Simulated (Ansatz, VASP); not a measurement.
## Two plane-wave programs on Os

```
Os
1.0
     0.00000    1.90529    1.90529
     1.90529    0.00000    1.90529
     1.90529    1.90529    0.00000
Os
1
Direct
  0.00000 0.00000 0.00000
```

Change from the starting cell: volume scaled by 0.94, PAW files.

Alike in both runs: task electric field gradients; functional PBEsol; k mesh 14 × 14 × 14; occupations fermi-dirac, width 0.03 eV; no spin polarisation.

|  | VASP | Ansatz |
| --- | --- | --- |
| version | VASP 6.6.1 | Ansatz 0.2.0 |
| potentials or method | VASP PAW PBE potentials, release 64 (Os) | PAW with Ansatz's default frozen-core files, scalar-relativistic |
| plane-wave cutoff (eV) | 520 | 420 |
| valence electrons in the cell | 8 | 16 |

|  | VASP | Ansatz | Ansatz less VASP |
| --- | --- | --- | --- |
| pressure (GPa) | 4.3 | 3.7 | -0.62 |

VASP's potentials were made for PBE, not for PBEsol. VASP's potentials hold 8 valence electrons a cell and Ansatz's 16, so a difference there can come from the potentials and not from the codes.

Neither program's run includes spin-orbit coupling.
